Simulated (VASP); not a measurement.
Wanted: the native input for a VASP 6.6.1 run.

- Task: single point
- Functional: PBE
- Potentials or basis: VASP PAW PBE potentials, release 64 (Ba_sv)
- Cutoff: 520 eV
- k mesh: 9 × 9 × 9
- Occupations: fermi-dirac, width 0.1 eV
- Spin: no spin polarisation
- Dipole correction: no
- Further INCAR settings: ALGO = Normal; EDIFF = 1e-06; NBANDS = 11

The structure of Ba lies in POSCAR:

```
Ba
1.0
   -2.5124917513      2.5124917513      2.5124917513
    2.5124917513     -2.5124917513      2.5124917513
    2.5124917513      2.5124917513     -2.5124917513
Ba
1
Direct
    0.0000000000      0.0000000000      0.0000000000
```

The input as run:

INCAR

```
SYSTEM = Ba
  ALGO = Normal
  EDIFF = 1E-6
  ENCUT = 520
  GGA = PE
  ISIF = 2
  ISMEAR = -1
  LASPH = .TRUE.
  LCHARG = .TRUE.
  LELF = .TRUE.
  LREAL = .FALSE.
  LVHAR = .TRUE.
  LWAVE = .FALSE.
  NBANDS = 11
  NELM = 100
  PREC = Accurate
  SIGMA = 0.1
```

KPOINTS

```
k-points
0
G
  9 9 9
  0 0 0
```

Potentials or basis: VASP PAW PBE potentials, release 64 (Ba_sv).

Run with:

```sh
$ cat potpaw_PBE.64/Ba_sv/POTCAR > POTCAR
$ mpirun -np 1 vasp_std > vasp.out
```

It gave:

| Quantity | Value |
| --- | --- |
| Pressure | 0.1 GPa |
| Band gap on the k mesh | zero (band 5 reaches 2.07 eV, above the bottom of band 6 at 1.16 eV) |

Caveat: spin-orbit coupling is left out, which moves the levels of the heavy elements.

Wall time 21 s on 1 thread of Intel(R) Xeon(R) Platinum 8259CL CPU @ 2.50GHz (Skylake/Cascade Lake) (shared host), peak memory 0.18 GiB.
